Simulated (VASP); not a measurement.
# SnO in VASP: a series of runs, part 2 of 2

VASP 6.6.1. Earlier steps stand in the parts before.

## (4) Single point, PBE+D3(BJ) (layers slid over each other)

The input, INCAR:

```
  PREC = Accurate
  ENCUT = 520
  EDIFF = 1E-6
  ISMEAR = 0
  SIGMA = 0.05
  LREAL = False
  LASPH = True
  NELM = 60
  ALGO = Normal
  ISIF = 2
  LWAVE = False
  LCHARG = False
  LDIPOL = True
  IDIPOL = 3
  DIPOL = 0.5 0.5 0.415
  GGA = PE
  IVDW = 12
  NBANDS = 50
```

The input, KPOINTS:

```
Automatic mesh
0
Gamma
  7 7 1
```

The input, POSCAR:

```
SnO
1.0
    3.8201528543      0.0002954551      0.0000000000
   -0.0003145191      3.8201528528      0.0000000000
    0.0000000000      0.0000000000     22.2260743460
Sn O
4 4
Direct
    0.9999452911      0.9999452911      0.2024649036
    0.4999452911      0.4999452911      0.3087831466
    0.6666119578      0.4999452911      0.5202464904
    1.1666119578      0.9999452911      0.6265647333
    0.9999461074      0.4999461074      0.2556240251
    0.4999461074      0.9999461074      0.2556240251
    0.6666111415      0.9999444748      0.5734056119
    1.1666111415      0.4999444748      0.5734056119
```

Potentials or basis: VASP PAW PBE potentials, release 64 (Sn_d, O).

On the command line:

```bash
cat potpaw_PBE.64/Sn_d/POTCAR potpaw_PBE.64/O/POTCAR > POTCAR
mpirun -np 1 vasp_std > vasp.out
```

OUTCAR:

```text
PREC = Accurate
   ENCUT = 520
   EDIFF = 1E-6
   ISMEAR = 0
   LREAL = False
   LASPH = True
   NELM = 60
   ISIF = 2
   GGA = PE
   IVDW = 12
 IVDW          = 12

 ion  position               nearest neighbor table
   1  1.000  1.000  0.202-   6 2.25   5 2.25   6 2.25   5 2.25   2 3.59   2 3.59   2 3.59   2 3.59

   2  0.500  0.500  0.309-   5 2.25   6 2.25   5 2.25   6 2.25   1 3.59   1 3.59   1 3.59   1 3.59

   3  0.667  0.500  0.520-   8 2.25   7 2.25   8 2.25   7 2.25   4 3.59   4 3.59   4 3.59   4 3.59

   4  0.167  1.000  0.627-   7 2.25   8 2.25   7 2.25   8 2.25   3 3.59   3 3.59   3 3.59   3 3.59

   5  1.000  0.500  0.256-   2 2.25   1 2.25   2 2.25   1 2.25
   6  0.500  1.000  0.256-   1 2.25   2 2.25   1 2.25   2 2.25
   7  0.667  1.000  0.573-   4 2.25   3 2.25   4 2.25   3 2.25
   8  0.167  0.500  0.573-   4 2.25   3 2.25   4 2.25   3 2.25

  LATTYP: Found a simple tetragonal cell.
 ALAT       =     3.8201528657
 C/A-ratio  =     5.8181112451

  Lattice vectors:

 A1 = (   3.8201528543,   0.0002954551,   0.0000000000)
 A2 = (  -0.0003145191,   3.8201528528,   0.0000000000)
 A3 = (   0.0000000000,   0.0000000000,  22.2260743460)

Analysis of symmetry for initial positions (statically):
[... 1034 lines left out ...]
     49       6.0970      0.00000
     50       6.1316      0.00000

------------------------ aborting loop because EDIFF is reached ----------------------------------------

 vacuum level on the upper side and lower side of the slab       (xc-potential included)        -0.208        -0.206

 Edisp (eV)   -1.20111

 E8    (eV) :    -0.5308

  FORCE on cell =-STRESS in cart. coord.  units (eV):
  Direction    XX          YY          ZZ          XY          YZ          ZX
  --------------------------------------------------------------------------------------
  -------------------------------------------------------------------------------------
  Total       0.17820     0.17053     0.06199    -0.00000     0.00001     0.07025
  in kB       0.88022     0.84233     0.30619    -0.00000     0.00003     0.34703
  external pressure =        0.68 kB  Pullay stress =        0.00 kB

 VOLUME and BASIS-vectors are now :
 -----------------------------------------------------------------------------
  energy-cutoff  :      520.00
  volume of cell :      324.36
      direct lattice vectors                 reciprocal lattice vectors
     3.820152854  0.000295455  0.000000000     0.261769629  0.000021552  0.000000000
    -0.000314519  3.820152853  0.000000000    -0.000020246  0.261769629  0.000000000
     0.000000000  0.000000000 22.226074346     0.000000000  0.000000000  0.044992201

 POSITION                                       TOTAL-FORCE (eV/Angst)
 -----------------------------------------------------------------------------------
      3.81963      3.82024      4.50000        -0.001466     -0.000000     -0.087857
      1.90971      1.91002      6.86304        -0.006202     -0.000000      0.124343
      2.54640      1.91006     11.56304         0.006202      0.000000     -0.124343
      0.63617      3.81999     13.92607         0.001466      0.000000      0.087857
      3.81979      1.91017      5.68152        -0.007036     -0.000001      0.001690
      1.90956      3.82009      5.68152         0.002425      0.000000      0.001665
      2.54624      3.82014     12.74456        -0.002425     -0.000000     -0.001665
      0.63632      1.90991     12.74456         0.007036      0.000001     -0.001690
 -----------------------------------------------------------------------------------
    total drift:                               -0.000002     -0.000003      0.000222

  FREE ENERGIE OF THE ION-ELECTRON SYSTEM (eV)
  ---------------------------------------------------
  free  energy   TOTEN  =       -46.3612320703 eV

  energy  without entropy=      -46.3612320703  energy(sigma->0) =      -46.36123207

 vacuum level on the upper side and lower side of the slab         4.765         4.768
```

OSZICAR:

```text
N       E                     dE             d eps       ncg     rms          rms(c)
DAV:   1     0.952122765478E+03    0.95212E+03   -0.38085E+04  1672   0.181E+03
DAV:   2     0.137815078534E+03   -0.81431E+03   -0.78497E+03  1800   0.492E+02
DAV:   3    -0.394000985225E+02   -0.17722E+03   -0.17115E+03  1954   0.221E+02
[... 14 lines left out ...]
DAV:  18    -0.451600759094E+02   -0.82313E-04   -0.74380E-06  1536   0.179E-02    0.252E-03
DAV:  19    -0.451601072583E+02   -0.31349E-04   -0.21774E-06  1442   0.858E-03    0.150E-03
DAV:  20    -0.451601143279E+02   -0.70696E-05   -0.45718E-07  1232   0.588E-03    0.137E-03
DAV:  21    -0.451601162840E+02   -0.19561E-05   -0.13679E-07  1136   0.497E-03    0.585E-04
DAV:  22    -0.451601170838E+02   -0.79985E-06   -0.10306E-07  1142   0.232E-03
   1 F= -.46361232E+02 E0= -.46361232E+02  d E =-.953017E-14
```

It took 5.5 min on 1 thread of Intel Xeon Platinum 8488C (Sapphire Rapids), shared host; peak memory 0.44 GiB.

Results:

| Property | Result |
| --- | --- |
| Free energy | -46.3612 eV |
| Largest force | 0.124 eV/Å |
| Band gap on the k mesh | 2.63 eV (least direct gap 2.66 eV) |
| Dispersion energy per atom | -0.150 eV |

Forces on the atoms (eV/Å):
```
Sn  -0.001  0.000 -0.088
Sn  -0.006  0.000  0.124
Sn   0.006  0.000 -0.124
Sn   0.001  0.000  0.088
O   -0.007  0.000  0.002
O    0.002  0.000  0.002
O   -0.002  0.000 -0.002
O    0.007  0.000 -0.002
```

Levels at points of the mesh, in eV from the valence-band top:
```
           k point  band 37  band 38  band 39  band 40  band 41  band 42  band 43  band 44
(0.00, 0.00, 0.00)    -1.85    -1.85    -0.41    -0.03     2.63     2.97     2.97     3.65
```

Caveat: the cell differs from its parent crystal (layers slid over each other); spin-orbit coupling is left out, which moves the levels of the heavy elements.

## (5) Overview

```tsv
cell	gap on the mesh (eV)	largest force (eV/Å)
as given, atomic positions A	2.75	0.14
as given, atomic positions B	2.26	0.08
as given, atomic positions C	2.63	0.12
```

Alike in all rows: task single point; level PBE+D3(BJ); potentials or basis VASP PAW PBE potentials, release 64 (Sn_d, O); no spin polarisation; k mesh 7 × 7 × 1; cutoff (eV) 520; smearing gaussian 0.05 eV.

Caveats: spin-orbit coupling is left out, which moves the levels of the heavy elements.

Absolute energies hang on the potentials; compare differences alone.
